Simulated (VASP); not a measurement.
# Al5N (P6/mmm) in VASP: a series of runs

The runs below take Al5N through single point, relaxation of cell and atoms, with PBE.

All numbers are computed with VASP 6.6.1; they aren't measurements. Logs are shortened: lines on timing, memory, paths and dates and some standing lists are left out, and cuts for length are marked.

## (1) The cell of the first run

Symmetry: P6/mmm, No. 191, hexagonal system. Conventional cell: a = 4.271 Å, b = 4.271 Å, c = 5.798 Å, α = 90.00°, β = 90.00°, γ = 120.00°. Al (site symmetry 3m) has 7 Al at 2.37 to 2.73 Å and 3 N at 3.00 Å within 3.1 Å. Within 3.6 Å of Al (site symmetry 6/mmm) lie 12 Al at 2.73 Å and 2 N at 2.90 Å. N (site symmetry 6/mmm) has 14 Al at 2.90 to 3.00 Å within 3.8 Å.

The cell was generated, and may not be a known phase.

## (2) Single point, PBE

INCAR

```
ALGO = Normal
EDIFF = 1E-6
ENCUT = 520
GGA = PE
ISIF = 2
ISMEAR = 0
LASPH = T
LCHARG = F
LREAL = F
LWAVE = F
NBANDS = 19
NELM = 60
PREC = Accurate
SIGMA = 0.1
```

KPOINTS

```
k-points
0
Gamma
  6 6 4
```

POSCAR

```
Al5N
1.0
    4.2709130700      0.0000000000      0.0000000000
   -2.1354565400      3.6987192200      0.0000000000
    0.0000000000      0.0000000000      5.7975542500
Al N
5 1
Direct
    0.6666666700      0.3333333300      0.7959949400
    0.0000000000      0.0000000000      0.0000000000
    0.6666666700      0.3333333300      0.2040050600
    0.3333333300      0.6666666700      0.2040050600
    0.3333333300      0.6666666700      0.7959949400
    0.0000000000      0.0000000000      0.5000000000
```

Potentials or basis: VASP PAW PBE potentials, release 64 (Al, N).

The run is started by

```console
$ cat potpaw_PBE.64/Al/POTCAR potpaw_PBE.64/N/POTCAR > POTCAR
$ mpirun -np 1 vasp_std > vasp.out
```

OUTCAR:

```text
EDIFF = 1E-6
   ENCUT = 520
   GGA = PE
   ISIF = 2
   ISMEAR = 0
   LASPH = T
   LREAL = F
   NELM = 60
   PREC = Accurate

 ion  position               nearest neighbor table
   1  0.667  0.333  0.796-   3 2.37   5 2.47   5 2.47   5 2.47   2 2.73   2 2.73   2 2.73
   2  0.000  0.000  0.000-   1 2.73   3 2.73   4 2.73   5 2.73   1 2.73   3 2.73   4 2.73   5 2.73
                             1 2.73   3 2.73   4 2.73   5 2.73
   3  0.667  0.333  0.204-   1 2.37   4 2.47   4 2.47   4 2.47   2 2.73   2 2.73   2 2.73
   4  0.333  0.667  0.204-   5 2.37   3 2.47   3 2.47   3 2.47   2 2.73   2 2.73   2 2.73
   5  0.333  0.667  0.796-   4 2.37   1 2.47   1 2.47   1 2.47   2 2.73   2 2.73   2 2.73
   6  0.000  0.000  0.500-

  LATTYP: Found a hexagonal cell.
 ALAT       =     4.2709130700
 C/A-ratio  =     1.3574507734

  Lattice vectors:

 A1 = (   4.2709130700,   0.0000000000,   0.0000000000)
 A2 = (  -2.1354565400,   3.6987192200,   0.0000000000)
 A3 = (   0.0000000000,   0.0000000000,   5.7975542500)

Analysis of symmetry for initial positions (statically):
=====================================================================
 Subroutine PRICEL returns:
 Original cell was already a primitive cell.

 Routine SETGRP: Setting up the symmetry group for a
 hexagonal supercell.

 Subroutine GETGRP returns: Found 24 space group operations
 (whereof 24 operations were pure point group operations)
 out of a pool of 24 trial point group operations.

The static configuration has the point symmetry D_6h.

Analysis of symmetry for dynamics (positions and initial velocities):
=====================================================================
 Subroutine PRICEL returns:
 Original cell was already a primitive cell.

 Routine SETGRP: Setting up the symmetry group for a
 hexagonal supercell.

 Subroutine GETGRP returns: Found 24 space group operations
 (whereof 24 operations were pure point group operations)
 out of a pool of 24 trial point group operations.

The dynamic configuration has the point symmetry D_6h.

 Subroutine INISYM returns: Found 24 space group operations
 (whereof 24 operations are pure point group operations),
 and found     1 'primitive' translations

----------------------------------------------------------------------------------------

                                     Primitive cell

  volume of cell :      91.5834

  direct lattice vectors                    reciprocal lattice vectors
     4.270913070  0.000000000  0.000000000     0.234141970  0.135181930  0.000000000
    -2.135456540  3.698719220  0.000000000     0.000000000  0.270363859  0.000000000
     0.000000000  0.000000000  5.797554250     0.000000000  0.000000000  0.172486527

  length of vectors
     4.270913070  4.270913076  5.797554250     0.270363859  0.270363859  0.172486527

  position of ions in fractional coordinates (direct lattice)
     0.666666670  0.333333330  0.795994940
     0.000000000  0.000000000  0.000000000
     0.666666670  0.333333330  0.204005060
     0.333333330  0.666666670  0.204005060
     0.333333330  0.666666670  0.795994940
     0.000000000  0.000000000  0.500000000

  ion indices of the primitive-cell ions
   primitive index   ion index
                 1           1
                 2           2
                 3           3
                 4           4
                 5           5
                 6           6

----------------------------------------------------------------------------------------

 KPOINTS: k-points

Automatic generation of k-mesh.
 Grid dimensions read from file:
 generate k-points for:    6    6    4

 Generating k-lattice:

  Cartesian coordinates                     Fractional coordinates (reciprocal lattice)
     0.039023662  0.022530322  0.000000000     0.166666667  0.000000000  0.000000000
     0.000000000  0.045060643  0.000000000     0.000000000  0.166666667  0.000000000
     0.000000000  0.000000000  0.043121632     0.000000000  0.000000000  0.250000000

  Length of vectors
     0.045060643  0.045060643  0.043121632

  Shift w.r.t. Gamma in fractional coordinates (k-lattice)
     0.000000000  0.000000000  0.000000000

 Subroutine IBZKPT returns following result:
 ===========================================

 Found     21 irreducible k-points:

 Following reciprocal coordinates:
            Coordinates               Weight
  0.000000  0.000000  0.000000      1.000000
  0.166667  0.000000  0.000000      6.000000
  0.333333 -0.000000  0.000000      6.000000
  0.500000 -0.000000  0.000000      3.000000
  0.166667  0.166667  0.000000      6.000000
  0.333333  0.166667  0.000000     12.000000
[... 13 lines left out ...]
  0.333333  0.166667  0.500000     12.000000
  0.333333  0.333333  0.500000      2.000000
   k-points           NKPTS =     21   k-points in BZ     NKDIM =     21   number of bands    NBANDS=     19
   number of dos      NEDOS =    301   number of ions     NIONS =      6
   total plane-waves  NPLWV =  49152
   dimension x,y,z NGX =    32 NGY =   32 NGZ =   48
   dimension x,y,z NGXF=    64 NGYF=   64 NGZF=   96
   ions per type =               5   1
   NGX,Y,Z   is equivalent  to a cutoff of  12.46, 12.46, 13.76 a.u.
   NGXF,Y,Z  is equivalent  to a cutoff of  24.91, 24.91, 27.53 a.u.
 SYSTEM =  unknown system
   PREC   = accura    normal or accurate (medium, high low for compatibility)
   ISTART =      0    job   : 0-new  1-cont  2-samecut
   ICHARG =      2    charge: 1-file 2-atom 10-const
   ISPIN  =      1    spin polarized calculation?
   LNONCOLLINEAR =      F non collinear calculations
   LSORBIT =      F    spin-orbit coupling
   LASPH  =      T    aspherical Exc in radial PAW
   ENCUT  =  520.0 eV  38.22 Ry    6.18 a.u.   7.94  7.94 10.78*2*pi/ulx,y,z
   NELM   =     60;   NELMIN=  2; NELMDL= -5     # of ELM steps
   EDIFF  = 0.1E-05   stopping-criterion for ELM
   LREAL  =      F    real-space projection
   EDIFFG = 0.1E-04   stopping-criterion for IOM
   NSW    =      0    number of steps for IOM
   IBRION =     -1    ionic relax: 0-MD 1-quasi-New 2-CG
   NFREE  =      0    steps in history (QN), initial steepest desc. (CG)
   ISIF   =      2    stress and relaxation
   ISYM   =      2    0-nonsym 1-usesym 2-fastsym
   POTIM  = 0.5000    time-step for ionic-motion
   TEBEG  =    0.0;   TEEND  =   0.0 temperature during run
   PSTRESS=    0.0 pullay stress
   NELECT =      20.0000    total number of electrons
   NUPDOWN=      -1.0000    fix difference up-down
   EMIN   =  10.00;   EMAX   =-10.00  energy-range for DOS
   EFERMI =   0.00;   METHOD = LEGACY
   ISMEAR =     0;   SIGMA  =   0.10  broadening in eV -4-tet -1-fermi 0-gaus
   EFERMI_NEDOS =   21; number of points for ismear=-14 and -15
   IALGO  =     38    algorithm
   IMIX   =      4    mixing-type and parameters
     AMIX     =   0.40;   BMIX     =  1.00
     AMIX_MAG =   1.60;   BMIX_MAG =  1.00
  volume/ion in A,a.u.               =      15.26       103.01
  Fermi-wavevector in a.u.,A,eV,Ry     =   0.985854  1.862994 13.223608  0.971908
  Thomas-Fermi vector in A             =   2.117192
   LORBIT       =      0    0 simple, 1 ext, 2 COOP (PROOUT), +10 PAW based schemes
   GGA     = PE    functional components
   LHFCALC =     F    Hartree Fock is set to
   AEXX    =    0.0000 exact exchange contribution
   IVDW    =     0    specifies the selected vdW correction
   LEPSILON=     F    determine dielectric tensor
   LRPA    =     F    only Hartree local field effects (RPA)
 non-spin polarized calculation
 Gauss-broadening in eV      SIGMA  =   0.10
  energy-cutoff  :      520.00
  volume of cell :       91.58
 maximum number of plane-waves:      2502
 NGX is ok and might be reduce to    32
   NGX = 15   NGY = 15   NGZ = 21

 number of electron      20.0000001 magnetization

 Free energy of the ion-electron system (eV)
  ---------------------------------------------------
  ext. energy  EPLUGINS =         0.00000000
  ---------------------------------------------------
  free energy    TOTEN  =       -20.32055359 eV

  energy without entropy =      -20.29134035  energy(sigma->0) =      -20.30594697

 E-fermi :   7.1771     XC(G=0): -10.1838

 val. band max:        7.1679398136   @ k =   0.1667   0.0000   0.5000
 cond. band min:       7.1855997762   @ k =   0.3333   0.3333   0.5000
 fundamental gap:      0.0176599626
 Fermi energy:         7.1771256258

 k-point     1 :       0.0000    0.0000    0.0000
  band No.  band energies     occupation
      1      -6.0115      2.00000
      2      -3.4818      2.00000
      3       0.1428      2.00000
      4       4.2736      2.00000
      5       4.9443      2.00000
      6       4.9443      2.00000
[... 11 lines left out ...]
     18      11.4781      0.00000
     19      12.0584      0.00000

 k-point     2 :       0.1667    0.0000    0.0000
  band No.  band energies     occupation
      1      -5.8884      2.00000
      2      -3.2953      2.00000
      3       0.4284      2.00000
      4       2.6759      2.00000
      5       3.8137      2.00000
      6       3.9468      2.00000
[... 11 lines left out ...]
     18      11.8046      0.00000
     19      12.6051      0.00000

 k-point     3 :       0.3333   -0.0000    0.0000
  band No.  band energies     occupation
      1      -5.6284      2.00000
      2      -2.7052      2.00000
      3       0.4483      2.00000
      4       1.2738      2.00000
      5       3.0419      2.00000
      6       3.4807      2.00000
[... 11 lines left out ...]
     18      13.7298      0.00000
     19      14.1145      0.00000

 k-point     4 :       0.5000   -0.0000    0.0000
  band No.  band energies     occupation
      1      -5.4921      2.00000
      2      -1.9609      2.00000
      3      -0.8951      2.00000
      4       2.4640      2.00000
      5       2.7810      2.00000
      6       2.8837      2.00000
[... 11 lines left out ...]
     18      13.7303      0.00000
     19      14.4660      0.00000

 k-point     5 :       0.1667    0.1667    0.0000
  band No.  band energies     occupation
      1      -5.6964      2.00000
      2      -2.9025      2.00000
      3       0.9942      2.00000
      4       1.4530      2.00000
      5       2.0015      2.00000
      6       3.9443      2.00000
[... 11 lines left out ...]
     18      12.2049      0.00000
     19      13.0662      0.00000

 k-point     6 :       0.3333    0.1667    0.0000
  band No.  band energies     occupation
      1      -5.4984      2.00000
      2      -2.0812      2.00000
      3      -0.3377      2.00000
      4       1.4072      2.00000
      5       2.0930      2.00000
      6       3.6053      2.00000
[... 11 lines left out ...]
     18      14.1518      0.00000
     19      14.2453      0.00000

 k-point     7 :       0.3333    0.3333    0.0000
  band No.  band energies     occupation
      1      -5.4374      2.00000
      2      -1.0939      2.00000
      3      -1.0939      2.00000
      4       0.4062      2.00000
      5       3.0552      2.00000
      6       3.7362      2.00000
[... 11 lines left out ...]
     18      14.4601      0.00000
     19      14.4601      0.00000

 k-point     8 :       0.0000    0.0000    0.2500
  band No.  band energies     occupation
      1      -5.8993      2.00000
      2      -3.8031      2.00000
      3       0.4979      2.00000
      4       4.3451      2.00000
      5       5.1388      2.00000
      6       5.1388      2.00000
[... 190 lines left out ...]
 k-point    17 :       0.3333   -0.0000    0.5000
  band No.  band energies     occupation
      1      -5.5216      2.00000
      2      -2.9508      2.00000
      3       0.5159      2.00000
      4       0.9211      2.00000
      5       3.4394      2.00000
      6       3.9375      2.00000
[... 11 lines left out ...]
     18      13.3210      0.00000
     19      13.5190      0.00000

 k-point    18 :       0.5000   -0.0000    0.5000
  band No.  band energies     occupation
      1      -5.4361      2.00000
      2      -1.6971      2.00000
      3      -1.2758      2.00000
      4       0.9703      2.00000
      5       3.1713      2.00000
      6       3.4377      2.00000
[... 11 lines left out ...]
     18      13.2294      0.00000
     19      14.0342      0.00000

 k-point    19 :       0.1667    0.1667    0.5000
  band No.  band energies     occupation
      1      -5.5635      2.00000
      2      -3.2411      2.00000
      3       0.9258      2.00000
      4       1.7174      2.00000
      5       2.1052      2.00000
      6       4.0439      2.00000
[... 11 lines left out ...]
     18      12.6438      0.00000
     19      13.1106      0.00000

 k-point    20 :       0.3333    0.1667    0.5000
  band No.  band energies     occupation
      1      -5.4380      2.00000
      2      -2.0919      2.00000
      3      -0.3325      2.00000
      4       1.1204      2.00000
      5       1.3980      2.00000
      6       2.9320      2.00000
[... 11 lines left out ...]
     18      12.7364      0.00000
     19      14.2345      0.00000

 k-point    21 :       0.3333    0.3333    0.5000
  band No.  band energies     occupation
      1      -5.3964      2.00000
      2      -0.8319      2.00000
      3      -0.8319      2.00000
      4      -0.1711      2.00000
      5       1.7951      2.00000
      6       1.7951      2.00000
[... 11 lines left out ...]
     18      11.6770      0.00000
     19      14.0577      0.00000

------------------------ aborting loop because EDIFF is reached ----------------------------------------

  FORCE on cell =-STRESS in cart. coord.  units (eV):
  Direction    XX          YY          ZZ          XY          YZ          ZX
  --------------------------------------------------------------------------------------
  -------------------------------------------------------------------------------------
  Total        9.2477036      9.2477036      5.1962057     -0.0000000     -0.0000000      0.0000000
  in kB      161.7810195    161.7810199     90.9033734     -0.0000002     -0.0000000      0.0000000
  external PRESSURE =     138.1551376 kB  Pullay stress =       0.0000000 kB

 VOLUME and BASIS-vectors are now :
 -----------------------------------------------------------------------------
  energy-cutoff  :      520.00
  volume of cell :       91.58
      direct lattice vectors                 reciprocal lattice vectors
     4.270913070  0.000000000  0.000000000     0.234141970  0.135181930  0.000000000
    -2.135456540  3.698719220  0.000000000     0.000000000  0.270363859  0.000000000
     0.000000000  0.000000000  5.797554250     0.000000000  0.000000000  0.172486527

 POSITION                                       TOTAL-FORCE (eV/Angst)
 -----------------------------------------------------------------------------------
      2.13546      1.23291      4.61482         0.000000      0.000000     -3.047341
      0.00000      0.00000      0.00000        -0.000000      0.000000     -0.000000
      2.13546      1.23291      1.18273        -0.000000     -0.000000      3.047341
     -0.00000      2.46581      1.18273         0.000000      0.000000      3.047341
     -0.00000      2.46581      4.61482         0.000000      0.000000     -3.047341
      0.00000      0.00000      2.89878        -0.000000      0.000000     -0.000000
 -----------------------------------------------------------------------------------
    total drift:                               -0.000000     -0.000000      0.000000

  FREE ENERGIE OF THE ION-ELECTRON SYSTEM (eV)
  ---------------------------------------------------
  free  energy   TOTEN  =       -20.3205535912 eV

  energy  without entropy=      -20.2913403535  energy(sigma->0) =      -20.30594697
```

Wall time 33 s (1 thread of Intel Xeon Platinum 8259CL at 2.50GHz (Skylake/Cascade Lake), shared host); peak memory 0.21 GiB.

What came out:

- Free energy: -20.3206 eV
- Pressure: 13.8 GPa
- Largest force: 3.047 eV/Å
- Band gap on the k mesh: zero (bands 10 and 11 overlap by 1.68 eV)

Forces on the atoms (eV/Å):
```
Al   0.000  0.000 -3.047
Al   0.000  0.000  0.000
Al   0.000  0.000  3.047
Al   0.000  0.000  3.047
Al   0.000  0.000 -3.047
N    0.000  0.000  0.000
```

Levels at points of the mesh, in eV from the Fermi level:
```csv
k point,band 8,band 9,band 10,band 11,band 12,band 13
"(0.00, 0.00, 0.00)",-2.07,-0.41,-0.18,-0.06,-0.06,1.69
"(0.50, 0.00, 0.00)",-2.84,-1.20,-0.14,-0.11,0.04,1.95
"(0.00, 0.00, 0.50)",-1.64,-1.19,-1.19,-0.24,0.57,0.87
"(0.50, 0.00, 0.50)",-2.61,-0.93,-0.16,0.75,0.75,1.52
```

Caveat: the stress differs along the axes, from 9 to 16 GPa; forces of over 1 eV/Å act on the atoms, so gaps and moduli don't describe the material at rest.

[end of part 1 of 2]

The gap in the log of VASP goes by the Fermi energy; the results here count the filled bands.